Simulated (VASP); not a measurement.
## ZrS: single point with LDA

Crystal: ZrS.

```
CELL_PARAMETERS angstrom
0.00000 2.56823 2.56823
2.56823 0.00000 2.56823
2.56823 2.56823 0.00000
ATOMIC_POSITIONS crystal
Zr 0.00000 0.00000 0.00000
S 0.50000 0.50000 0.50000
```

| Property | Result |
| --- | --- |
| Program | VASP 6.6.1 |
| Task | single point |
| Functional | LDA |
| Potentials or basis | VASP PAW LDA potentials, release 64 (Zr_sv, S) |
| Cutoff | 520 eV |
| k mesh | 14 × 14 × 14 |
| Occupations | fermi-dirac, width 0.15 eV |
| Spin | no spin polarisation |

- Pressure: 0.3 GPa
- Band gap on the k mesh: zero (band 9 reaches 12.97 eV, above the bottom of band 10 at 9.85 eV)

Levels at points of the mesh, in eV from the Fermi level:
```csv
k point,band 5,band 6,band 7,band 8,band 9,band 10,band 11,band 12,band 13,band 14
"(0.00, 0.00, 0.00)",-16.02,-3.48,-3.48,-3.48,-1.49,-1.49,-1.49,-0.75,-0.75,2.41
"(0.50, 0.00, 0.00)",-14.21,-8.29,-6.18,-6.18,1.62,1.62,2.01,2.02,6.03,6.03
"(0.50, 0.50, 0.00)",-15.13,-6.28,-4.43,-4.43,-3.74,0.55,2.62,2.62,3.11,3.81
```

It took 30 s on 1 thread of Intel(R) Xeon(R) Platinum 8559C (Emerald Rapids), on a shared host, peak memory 0.18 GiB.
